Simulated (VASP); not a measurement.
Ti: single point with PBE+U

Crystal: Ti.

```
CELL_PARAMETERS angstrom
2.95023 0.00000 0.00000
-1.47512 2.55498 0.00000
0.00000 0.00000 4.68851
ATOMIC_POSITIONS crystal
Ti 0.79225 0.50019 0.49297
Ti 0.12558 0.16686 0.99297
```

```
Program             : VASP 6.6.1
Task                : single point
Functional          : PBE
Potentials or basis : VASP PAW PBE potentials, release 64 (Ti_sv)
Cutoff              : 500 eV
k mesh              : 6 × 6 × 4
Occupations         : fermi-dirac, width 0.1 eV
Spin                : no spin polarisation
Hubbard terms       : Ti d U = 2.0 eV
```

| Item | Value |
| --- | --- |
| Pressure | 2.5 GPa |
| Band gap on the k mesh | zero (bands 12 and 13 overlap by 1.13 eV) |

Stress tensor (GPa, compression positive):
```
2.22 0.00 0.00
0.00 2.22 0.00
0.00 0.00 3.00
```

Levels at points of the mesh, in eV from the Fermi level:
| k point | band 9 | band 10 | band 11 | band 12 | band 13 | band 14 | band 15 | band 16 |
| --- | --- | --- | --- | --- | --- | --- | --- | --- |
| (0.00, 0.00, 0.00) | -6.46 | -2.75 | 0.40 | 0.82 | 0.82 | 0.87 | 1.31 | 1.31 |
| (0.50, 0.00, 0.00) | -2.45 | -2.13 | -1.75 | -0.84 | 0.63 | 0.65 | 1.13 | 3.35 |
| (0.00, 0.00, 0.50) | -4.62 | -4.62 | 0.04 | 0.04 | 0.75 | 0.75 | 0.75 | 0.75 |
| (0.50, 0.00, 0.50) | -2.54 | -2.54 | -0.79 | -0.79 | 1.07 | 1.07 | 1.84 | 1.84 |

Eigenvalues of the final occupation matrices:
| site | spin | trace | eigenvalues |
| --- | --- | --- | --- |
| site 1 d | 1 | 0.90 | 0.15 0.15 0.19 0.19 0.22 |
| site 1 d | 2 | 0.90 | 0.15 0.15 0.19 0.19 0.22 |
| site 2 d | 1 | 0.90 | 0.15 0.15 0.19 0.19 0.22 |
| site 2 d | 2 | 0.90 | 0.15 0.15 0.19 0.19 0.22 |

Wall time 7.3 s on 1 thread of AMD EPYC 9R45 96-Core Processor (Zen 5), with other jobs on the host, peak memory 0.12 GiB.

Caveat: the k points lie up to 0.41 Å⁻¹ apart, too coarse for converged energies and pressures of a metal; U without spin polarisation on a metal has little footing; the U is typed as a test and isn't derived for this compound.
